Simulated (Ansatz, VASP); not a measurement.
# One calculation of SnO2, two programs

The input INCAR:

```
ALGO = Normal
EDIFF = 1E-6
ENCUT = 520
GGA = PE
ISIF = 2
ISMEAR = 0
LASPH = T
LCHARG = F
LREAL = F
LWAVE = F
NBANDS = 20
NELM = 100
PREC = Accurate
SIGMA = 0.15
```

File KPOINTS:

```
k-points
0
Gamma
  18 18 18
```

File POSCAR:

```
SnO2
1.0
   -0.2714809090      2.4433281813      2.4433281813
    2.4433281813     -0.2714809090      2.4433281813
    2.4433281813      2.4433281813     -0.2714809090
Sn O
1 2
Direct
    0.0000000000      0.0000000000      0.0000000000
    0.2500000000      0.2500000000      0.2500000000
    0.7500000000      0.7500000000      0.7500000000
```

Input for Ansatz:

```yaml
crystal:
  lattice:
    - [-0.271480909, 2.4433281813, 2.4433281813]
    - [2.4433281813, -0.271480909, 2.4433281813]
    - [2.4433281813, 2.4433281813, -0.271480909]
  atoms:
    - { symbol: Sn, position: [0.0, 0.0, 0.0] }
    - { symbol: O, position: [0.25, 0.25, 0.25] }
    - { symbol: O, position: [0.75, 0.75, 0.75] }
basis:
  ecutwfc: 420
kpoints:
  mp_grid: { grid: [18, 18, 18] }
hamiltonian:
  xc: pbe
scf:
  occupations: { method: gaussian, width: 0.15 }
output:
  forces: true
  stress: true
  eigenvalues: true
```

Alike in both runs: task single point; functional PBE; k mesh 18 × 18 × 18; occupations gaussian, width 0.15 eV; no spin polarisation.

```csv
,VASP,Ansatz
version,VASP 6.6.1,Ansatz 0.2.0
potentials or method,"VASP PAW PBE potentials, release 64 (Sn_d, O), cutoff 520 eV","scalar-relativistic, plane waves, PAW"
valence electrons in the cell,26,26
```

VASP gave:

- gap on the k mesh at the Fermi level (eV): 0.45
- least direct gap on the mesh (eV): 1.26
- pressure (GPa): 6.8
- traceless stress, the component that is largest in VASP (GPa): 6.70
- rms of the force components (eV/Å): 0.531

Problem. What did Ansatz give for the same quantities?

Solution. gap on the k mesh at the Fermi level (eV): 0.46; least direct gap on the mesh (eV): 1.27; pressure (GPa): 6.3; traceless stress, the component that is largest in VASP (GPa): 6.36; rms of the force components (eV/Å): 0.506.

Atom by atom the forces differ by 0.025 eV/Å (rms over components). With one functional, cell and mesh, what is left measures potentials, basis and numerics.
